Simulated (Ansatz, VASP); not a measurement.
SrCl2 in VASP and in Ansatz

File POSCAR:

```
SrCl2
1.0
    0.0000000000      3.5662497493      3.5662497493
    3.5662497493      0.0000000000      3.5662497493
    3.5662497493      3.5662497493      0.0000000000
Sr Cl
1 2
Direct
    0.0000000000      0.0000000000      0.0000000000
    0.2500000000      0.2500000000      0.2500000000
    0.7500000000      0.7500000000      0.7500000000
```

File INCAR.step1:

```
SYSTEM = SrCl2
PREC = Accurate
ENCUT = 520
ISMEAR = 0
SIGMA = 0.01
LREAL = .False.
LASPH = .True.
NELM = 100
NBANDS = 19
GGA = PE
ALGO = Normal
EDIFF = 1E-4
LWAVE = .True.
LCHARG = .False.
```

The input INCAR.step2:

```
SYSTEM = SrCl2
PREC = Accurate
ENCUT = 520
EDIFF = 1E-6
ISMEAR = 0
SIGMA = 0.01
LREAL = .False.
LASPH = .True.
NELM = 100
ALGO = Normal
ISIF = 2
LWAVE = .False.
LCHARG = .False.
METAGGA = R2SCAN
LMIXTAU = .True.
NBANDS = 19
ISTART = 1
```

The input KPOINTS:

```
regular mesh
0
Gamma
  6 6 6
  0 0 0
```

Input for Ansatz:

```yaml
crystal:
  lattice:
    - [0.0, 3.5662497493, 3.5662497493]
    - [3.5662497493, 0.0, 3.5662497493]
    - [3.5662497493, 3.5662497493, 0.0]
  atoms:
    - { symbol: Sr, position: [0.0, 0.0, 0.0] }
    - { symbol: Cl, position: [0.25, 0.25, 0.25] }
    - { symbol: Cl, position: [0.75, 0.75, 0.75] }
kpoints:
  mp_grid: { grid: [6, 6, 6] }
hamiltonian:
  xc: r2scan
scf:
  occupations: { method: fixed }
  n_extra_bands: 4
output:
  forces: true
  stress: true
  eigenvalues: true
```

Alike in both runs: task single point; functional r2SCAN; k mesh 6 × 6 × 6; no spin polarisation.

|  | VASP | Ansatz |
| --- | --- | --- |
| version | VASP 6.6.1 | Ansatz 0.2.0 |
| potentials or method | VASP PAW PBE potentials, release 64 (Sr_sv, Cl) | plane waves, PAW |
| plane-wave cutoff (eV) | 520 | 500 |
| occupations | gaussian, width 0.01 eV | fixed |
| valence electrons in the cell | 24 | 24 |

```csv
,VASP,Ansatz,Ansatz less VASP
gap on the k mesh at the Fermi level (eV),5.72,5.72,-0.001
pressure (GPa),-1.9,-1.9,-0.03
```

VASP's potentials were made for PBE, not for r2SCAN.
